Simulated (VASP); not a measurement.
# AlN (P3m1) in VASP: a series of runs

Runs on AlN. Level: PBEsol. Tasks: single point.

Program: VASP 6.6.1. These are calculated values, not measurements. Logs are shortened: lines on timing, memory, paths and dates and some standing lists are left out, and cuts for length are marked.

## 1. The cell of the first run

The structure is trigonal, space group P3m1 (No. 156). Conventional cell: a = 3.114 Å, b = 3.114 Å, c = 10.667 Å, α = 90.00°, β = 90.00°, γ = 120.00°. Al (site symmetry 3m) has 3 N at 1.89 Å within 2.5 Å. Al (site symmetry 3m) has 4 N at 1.89 to 1.90 Å within 2.5 Å. Within 2.5 Å of Al (site symmetry 3m) lie 4 N at 1.89 to 1.90 Å. Al (site symmetry 3m) has 4 N at 1.89 to 1.90 Å within 2.5 Å. N (site symmetry 3m) has 3 Al at 1.89 Å within 2.5 Å. Within 2.5 Å of N (site symmetry 3m) lie 4 Al at 1.89 to 1.90 Å. N (site symmetry 3m) has 4 Al at 1.89 to 1.90 Å within 2.5 Å. N (site symmetry 3m) has 4 Al at 1.89 to 1.90 Å within 2.5 Å.

## 2. Single point, PBEsol

INCAR

```
PREC     = Accurate       # precision mode
ENCUT    = 520            # plane-wave cutoff, eV
EDIFF    = 1E-6           # SCF threshold, eV
ISMEAR   = 0              # smearing method
SIGMA    = 0.05           # smearing width, eV
LREAL    = False          # projectors in reciprocal space
LASPH    = True           # aspherical terms in the spheres
NELM     = 80             # most SCF steps
ALGO     = Normal         # electronic algorithm
ISIF     = 2              # what is computed and relaxed
LWAVE    = False          # write WAVECAR
LCHARG   = True           # write CHGCAR
GGA      = PS             # functional
LELF     = True           # ELF
LVHAR    = True         
NBANDS   = 26             # bands
```

KPOINTS

```
Automatic mesh
0
Gamma
  8 8 3
```

POSCAR

```
AlN
1.0
   -3.1135599822      0.0000000000      0.0000000000
   -1.5567799911     -2.6964220408      0.0000000000
    0.0000000000      0.0000000000     10.6667009506
Al N
4 4
Direct
    0.3333333333      0.3333333333      0.8451471048
    0.3333333333      0.3333333333      0.3779594994
    0.6666666667      0.6666666667      0.1443656966
    0.6666666667      0.6666666667      0.6115533021
    0.3333333333      0.3333333333      0.0892281061
    0.3333333333      0.3333333333      0.5564157116
    0.6666666667      0.6666666667      0.3228219088
    0.6666666667      0.6666666667      0.7900095143
```

Potentials or basis: VASP PAW PBE potentials, release 64 (Al, N).

Started as:

```bash
> cat potpaw_PBE.64/Al/POTCAR potpaw_PBE.64/N/POTCAR > POTCAR
> mpirun -np 1 vasp_std > vasp.out
```

OUTCAR:

```text
PREC = Accurate
   ENCUT = 520
   EDIFF = 1E-6
   ISMEAR = 0
   LREAL = False
   LASPH = True
   NELM = 80
   ISIF = 2
   GGA = PS

 ion  position               nearest neighbor table
   1  0.333  0.333  0.845-   8 1.89   8 1.89   8 1.89   4 3.07   4 3.07   4 3.07
   2  0.333  0.333  0.378-   7 1.89   7 1.89   7 1.89   6 1.90   4 3.07   4 3.07   4 3.07   3 3.07
                             3 3.07   3 3.07
   3  0.667  0.667  0.144-   5 1.89   5 1.89   5 1.89   7 1.90   2 3.07   2 3.07   2 3.07
   4  0.667  0.667  0.612-   6 1.89   6 1.89   6 1.89   8 1.90   1 3.07   2 3.07   2 3.07   1 3.07
                             1 3.07   2 3.07
   5  0.333  0.333  0.089-   3 1.89   3 1.89   3 1.89
   6  0.333  0.333  0.556-   4 1.89   4 1.89   4 1.89   2 1.90
   7  0.667  0.667  0.323-   2 1.89   2 1.89   2 1.89   3 1.90
   8  0.667  0.667  0.790-   1 1.89   1 1.89   1 1.89   4 1.90

  LATTYP: Found a hexagonal cell.
 ALAT       =     3.1135599822
 C/A-ratio  =     3.4258858065

  Lattice vectors:

 A1 = (   1.5567799911,   2.6964220408,   0.0000000000)
 A2 = (  -3.1135599822,   0.0000000000,   0.0000000000)
 A3 = (   0.0000000000,   0.0000000000,  10.6667009506)

Analysis of symmetry for initial positions (statically):
=====================================================================
 Subroutine PRICEL returns:
 Original cell was already a primitive cell.

 Routine SETGRP: Setting up the symmetry group for a
 hexagonal supercell.

 Subroutine GETGRP returns: Found  6 space group operations
 (whereof  6 operations were pure point group operations)
 out of a pool of 24 trial point group operations.

The static configuration has the point symmetry C_3v.

Analysis of symmetry for dynamics (positions and initial velocities):
=====================================================================
 Subroutine PRICEL returns:
 Original cell was already a primitive cell.

 Routine SETGRP: Setting up the symmetry group for a
 hexagonal supercell.

 Subroutine GETGRP returns: Found  6 space group operations
 (whereof  6 operations were pure point group operations)
 out of a pool of 24 trial point group operations.

The dynamic configuration has the point symmetry C_3v.

 Subroutine INISYM returns: Found  6 space group operations
 (whereof  6 operations are pure point group operations),
 and found     1 'primitive' translations

----------------------------------------------------------------------------------------

                                     Primitive cell

[... 102 lines left out ...]
   LREAL  =      F    real-space projection
   EDIFFG = 0.1E-04   stopping-criterion for IOM
   NSW    =      0    number of steps for IOM
   IBRION =     -1    ionic relax: 0-MD 1-quasi-New 2-CG
   NFREE  =      0    steps in history (QN), initial steepest desc. (CG)
   ISIF   =      2    stress and relaxation
   ISYM   =      2    0-nonsym 1-usesym 2-fastsym
   POTIM  = 0.5000    time-step for ionic-motion
   TEBEG  =    0.0;   TEEND  =   0.0 temperature during run
   PSTRESS=    0.0 pullay stress
   NELECT =      32.0000    total number of electrons
   NUPDOWN=      -1.0000    fix difference up-down
   EMIN   =  10.00;   EMAX   =-10.00  energy-range for DOS
   EFERMI =   0.00;   METHOD = LEGACY
   ISMEAR =     0;   SIGMA  =   0.05  broadening in eV -4-tet -1-fermi 0-gaus
   EFERMI_NEDOS =   21; number of points for ismear=-14 and -15
   IALGO  =     38    algorithm
   IMIX   =      4    mixing-type and parameters
     AMIX     =   0.40;   BMIX     =  1.00
     AMIX_MAG =   1.60;   BMIX_MAG =  1.00
  volume/ion in A,a.u.               =      11.19        75.54
  Fermi-wavevector in a.u.,A,eV,Ry     =   1.161715  2.195324 18.362187  1.349583
  Thomas-Fermi vector in A             =   2.298284
   LORBIT       =      0    0 simple, 1 ext, 2 COOP (PROOUT), +10 PAW based schemes
   GGA     = PS    functional components
   LHFCALC =     F    Hartree Fock is set to
   AEXX    =    0.0000 exact exchange contribution
   IVDW    =     0    specifies the selected vdW correction
   LEPSILON=     F    determine dielectric tensor
   LRPA    =     F    only Hartree local field effects (RPA)
 non-spin polarized calculation
 Gauss-broadening in eV      SIGMA  =   0.05
  energy-cutoff  :      520.00
  volume of cell :       89.55
 maximum number of plane-waves:      2436
   NGX = 11   NGY = 11   NGZ = 39

 number of electron      31.9999996 magnetization

 Free energy of the ion-electron system (eV)
  ---------------------------------------------------
  ext. energy  EPLUGINS =         0.00000000
  ---------------------------------------------------
  free energy    TOTEN  =       -61.28022246 eV

  energy without entropy =      -61.28022246  energy(sigma->0) =      -61.28022246

 E-fermi :   6.5630     XC(G=0): -10.7718

 val. band max:        6.2779893126   @ k =   0.0000   0.0000   0.0000
 cond. band min:       8.2933581494   @ k =   0.0000   0.0000   0.0000
 fundamental gap:      2.0153688368
 Fermi energy:         6.5629938965

 k-point     1 :       0.0000    0.0000    0.0000
  band No.  band energies     occupation
      1     -10.2135      2.00000
      2      -9.2635      2.00000
      3      -8.4176      2.00000
      4      -6.9426      2.00000
      5      -0.7730      2.00000
      6       1.4524      2.00000
[... 685 lines left out ...]
     25      15.2715      0.00000
     26      16.0469      0.00000

 [... further k-points ...]
[... 5 lines left out ...]
  --------------------------------------------------------------------------------------
  -------------------------------------------------------------------------------------
  Total       -0.5827725     -0.5827725     -6.5144536      0.0000000      0.0000000      0.0000000
  in kB      -10.4263998    -10.4263998   -116.5502882      0.0000000      0.0000000      0.0000000
  external PRESSURE =     -45.8010293 kB  Pullay stress =       0.0000000 kB

 VOLUME and BASIS-vectors are now :
 -----------------------------------------------------------------------------
  energy-cutoff  :      520.00
  volume of cell :       89.55
      direct lattice vectors                 reciprocal lattice vectors
    -3.113559982  0.000000000  0.000000000    -0.321175762  0.185430913  0.000000000
    -1.556779991 -2.696422041  0.000000000     0.000000000 -0.370861825  0.000000000
     0.000000000  0.000000000 10.666700951     0.000000000  0.000000000  0.093749699

 POSITION                                       TOTAL-FORCE (eV/Angst)
 -----------------------------------------------------------------------------------
     -1.55678     -0.89881      9.01493         0.000000     -0.000000      1.811936
     -1.55678     -0.89881      4.03158         0.000000      0.000000     -0.767167
     -3.11356     -1.79761      1.53991         0.000000      0.000000     -1.533865
     -3.11356     -1.79761      6.52326        -0.000000      0.000000     -0.760103
     -1.55678     -0.89881      0.95177        -0.000000     -0.000000     -1.124457
     -1.55678     -0.89881      5.93512        -0.000000      0.000000      0.733176
     -3.11356     -1.79761      3.44344        -0.000000     -0.000000      0.799655
     -3.11356     -1.79761      8.42680         0.000000      0.000000      0.840824
 -----------------------------------------------------------------------------------
    total drift:                                0.000000      0.000000     -0.001562

  FREE ENERGIE OF THE ION-ELECTRON SYSTEM (eV)
  ---------------------------------------------------
  free  energy   TOTEN  =       -61.2802224594 eV

  energy  without entropy=      -61.2802224594  energy(sigma->0) =      -61.28022246
```

It took 2 min on 1 thread of AMD EPYC 7R13, shared host; peak memory 0.18 GiB.

What came out:

| Property | Result |
| --- | --- |
| Free energy | -61.2802 eV |
| Pressure | -4.6 GPa |
| Largest force | 1.812 eV/Å |
| Band gap on the k mesh | 2.02 eV, direct |

Forces on the atoms (eV/Å):
```
Al   0.000  0.000  1.812
Al   0.000  0.000 -0.767
Al   0.000  0.000 -1.534
Al   0.000  0.000 -0.760
N    0.000  0.000 -1.124
N    0.000  0.000  0.733
N    0.000  0.000  0.800
N    0.000  0.000  0.841
```

Stress tensor (GPa, compression positive):
```
 -1.04   0.00   0.00
  0.00  -1.04   0.00
  0.00   0.00 -11.66
```

Caveat: the PAW data sets were made with another functional, which shifts forces and pressure a little.

## 3. Single point, PBEsol

This run uses another cell than the first one, of 11.72 Å³/atom, 1.047 times its volume.

INCAR

```
PREC = Accurate
ENCUT = 520
EDIFF = 1E-7
ISMEAR = 0
SIGMA = 0.05
LREAL = False
LASPH = True
NELM = 60
ALGO = Normal
ISIF = 2
LWAVE = False
LCHARG = False
GGA = PS
NBANDS = 26
```

KPOINTS

```
regular mesh
0
Gamma
  8 8 3
```

POSCAR

```
AlN
1.0
   -3.1135599822      0.0000000000      0.0000000000
   -1.5567799911     -2.6964220408      0.0000000000
    0.0000000000      0.0000000000     11.1667009506
Al N
4 4
Direct
    0.3333333333      0.3333333333      0.8073048133
    0.3333333333      0.3333333333      0.3610359916
    0.6666666667      0.6666666667      0.1379015808
    0.6666666667      0.6666666667      0.5841704025
    0.3333333333      0.3333333333      0.0852328300
    0.3333333333      0.3333333333      0.5315016517
    0.6666666667      0.6666666667      0.3083672409
    0.6666666667      0.6666666667      0.7546360626
```

Potentials or basis: VASP PAW PBE potentials, release 64 (Al, N).

Started as:

```bash
> cat potpaw_PBE.64/Al/POTCAR potpaw_PBE.64/N/POTCAR > POTCAR
> mpirun -np 1 vasp_std > vasp.out
```

It took 2.4 min on 1 thread of AMD EPYC 7R13, shared host; peak memory 0.19 GiB.

The run converged. Its results:

```
Free energy            : -60.2041 eV
Pressure               : -4.0 GPa
Largest force          : 2.247 eV/Å
Band gap on the k mesh : 0.47 eV, direct
```

Forces in eV/Å, atoms in the order of the input:
```
Al   0.000  0.000  1.126
Al   0.000  0.000 -1.173
Al   0.000  0.000 -2.247
Al   0.000  0.000 -1.132
N    0.000  0.000 -0.015
N    0.000  0.000  1.089
N    0.000  0.000  1.222
N    0.000  0.000  1.129
```

Stress tensor (GPa, compression positive):
```
 -0.84   0.00   0.00
  0.00  -0.84   0.00
  0.00   0.00 -10.44
```

Levels at points of the mesh, in eV from the valence-band top:
| k point | band 14 | band 15 | band 16 | band 17 | band 18 | band 19 |
| --- | --- | --- | --- | --- | --- | --- |
| (0.00, 0.00, 0.00) | -1.31 | 0.00 | 0.00 | 0.47 | 3.69 | 4.02 |
| (0.50, 0.00, 0.00) | -2.56 | -0.93 | -0.79 | 1.72 | 2.53 | 3.84 |

Caveat: the PAW data sets were made with another functional, which shifts forces and pressure a little. A k mesh can miss the band edges.
